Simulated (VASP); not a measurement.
Wanted: the native input for a VASP 6.6.1 run.

* Task: relaxation of cell and atoms
* Functional: PBE
* Dispersion: D4
* Potentials or basis: VASP PAW PBE potentials, release 64 (Cu, O)
* Cutoff: 600 eV
* k mesh: 6 × 6 × 6
* Occupations: gaussian, width 0.01 eV
* Spin: no spin polarisation
* Dipole correction: no
* Further INCAR settings: ALGO = Normal; EDIFF = 1e-07; IBRION = 2; EDIFFG = -0.01; NSW = 80; ISIF = 3

The structure of Cu2O lies in POSCAR:

```
Cu2O
1.0
    4.2600000000      0.0000000000      0.0000000000
    0.0000000000      4.2600000000      0.0000000000
    0.0000000000      0.0000000000      4.2600000000
Cu O
4 2
Direct
    0.2500000000      0.2500000000      0.2500000000
    0.2500000000      0.7500000000      0.7500000000
    0.7500000000      0.7500000000      0.2500000000
    0.7500000000      0.2500000000      0.7500000000
    0.0000000000      0.0000000000      0.0000000000
    0.5000000000      0.5000000000      0.5000000000
```

One way to write it, as run:

INCAR

```
PREC     = Accurate       # precision mode
ENCUT    = 600            # plane-wave cutoff, eV
EDIFF    = 1E-7           # SCF threshold, eV
ISMEAR   = 0              # smearing method
SIGMA    = 0.01           # smearing width, eV
LREAL    = False          # projectors in reciprocal space
LASPH    = True           # aspherical terms in the spheres
NELM     = 120            # most SCF steps
ALGO     = Normal         # electronic algorithm
ISIF     = 3              # what is computed and relaxed
LWAVE    = False          # write WAVECAR
LCHARG   = False          # write CHGCAR
GGA      = PE             # functional
IVDW     = 13             # dispersion correction
IBRION   = 2              # ionic algorithm
NSW      = 80             # ionic steps
EDIFFG   = -0.01          # ionic threshold
GGA_COMPAT= False        
NELMIN   = 4
```

KPOINTS

```
Automatic mesh
0
Gamma
  6 6 6
```

Potentials or basis: VASP PAW PBE potentials, release 64 (Cu, O).

The run is started by

```bash
$ cat potpaw_PBE.64/Cu/POTCAR potpaw_PBE.64/O/POTCAR > POTCAR
$ mpirun -np 1 vasp_std > vasp.out
```

It gave:

```
Relaxed volume                        : 12.91 Å³/atom
Relaxed cell                          : a = 4.263 Å, b = 4.263 Å, c = 4.263 Å, α = 90.00°, β = 90.00°, γ = 90.00°
Space group after relaxing (to 0.1 Å) : Pn-3m (No. 224)
Energy gained by relaxing             : 0.0 meV/atom
Ionic steps                           : 2
Pressure after relaxing               : -0.1 GPa
Band gap on the k mesh                : 0.53 eV
Dispersion energy per atom            : -0.333 eV
```

Wall time 3 min on 1 thread of Intel Xeon 8259CL (shared host), peak memory 0.24 GiB.
